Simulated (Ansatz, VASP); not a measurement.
## Two plane-wave programs on LiH

```xyz
2
Lattice="0.0000 2.0428 2.0428 2.0428 0.0000 2.0428 2.0428 2.0428 0.0000" Properties=species:S:1:pos:R:3 pbc="T T T"
Li    0.0000    0.0000    0.0000
H     2.0428    2.0428    2.0428
```

Change from the starting cell: volume scaled by 1.06, PAW files.

Alike in both runs: task electric field gradients; functional PBE; k mesh 14 × 14 × 14; occupations fermi-dirac, width 0.08 eV; no spin polarisation.

```csv
,VASP,Ansatz
version,VASP 6.6.1,Ansatz 0.2.0
potentials or method,"VASP PAW PBE potentials, release 64 (Li_sv, H)","PAW with Ansatz's default frozen-core files, scalar-relativistic"
plane-wave cutoff (eV),520,420
valence electrons in the cell,4,4
```

```tsv
	VASP	Ansatz	Ansatz less VASP
gap on the k mesh at the Fermi level (eV)	3.02	3.03	+0.007
```

The functional is the same, so the differences come from potentials, cutoffs and numerics.

Noted on VASP's run: the cutoff is short for stress, so the pressure is rough.
